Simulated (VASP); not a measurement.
**SiC: single point with r2SCAN+D4**

SiC:

```
CELL_PARAMETERS angstrom
3.03443 0.00000 0.00000
-1.51721 2.62789 0.00000
0.00000 0.00000 4.97978
ATOMIC_POSITIONS crystal
Si 0.66667 0.33333 0.50000
Si 0.33333 0.66667 0.00000
C 0.66667 0.33333 0.88500
C 0.33333 0.66667 0.38500
```

* Program: VASP 6.6.1
* Task: single point
* Functional: r2SCAN
* Dispersion: D4
* Potentials or basis: VASP PAW PBE potentials, release 64 (Si, C)
* Cutoff: 520 eV
* k mesh: 10 × 10 × 5
* Occupations: fermi-dirac, width 0.05 eV
* Spin: no spin polarisation

```
Pressure                   : 8.4 GPa
Largest force              : 0.834 eV/Å
Band gap on the k mesh     : 2.81 eV (least direct gap 4.69 eV)
Dispersion energy per atom : -0.127 eV
```

Forces in eV/Å, atoms in the order of the input:
```
Si   0.000  0.000  0.834
Si   0.000  0.000  0.834
C    0.000  0.000 -0.834
C    0.000  0.000 -0.834
```

Stress tensor (GPa, compression positive):
```
10.35  0.00  0.00
 0.00 10.35  0.00
 0.00  0.00  4.52
```

Levels at points of the mesh, in eV from the valence-band top:
```tsv
k point	band 4	band 5	band 6	band 7	band 8	band 9	band 10	band 11	band 12	band 13
(0.00, 0.00, 0.00)	-1.67	-1.67	-0.29	-0.29	0.00	5.57	7.02	7.28	7.28	8.53
(0.50, 0.00, 0.00)	-6.91	-5.78	-3.80	-3.45	-1.58	3.12	4.69	7.65	7.88	10.81
```

It took 2.2 min on 1 thread of Intel Xeon 8259CL, on a shared host, peak memory 0.17 GiB.

Caveat: the cell stands under pressure; the PAW data sets were made with another functional, which shifts forces and pressure a little; an odd mesh through Γ misses points on the zone boundary, where band edges can lie.
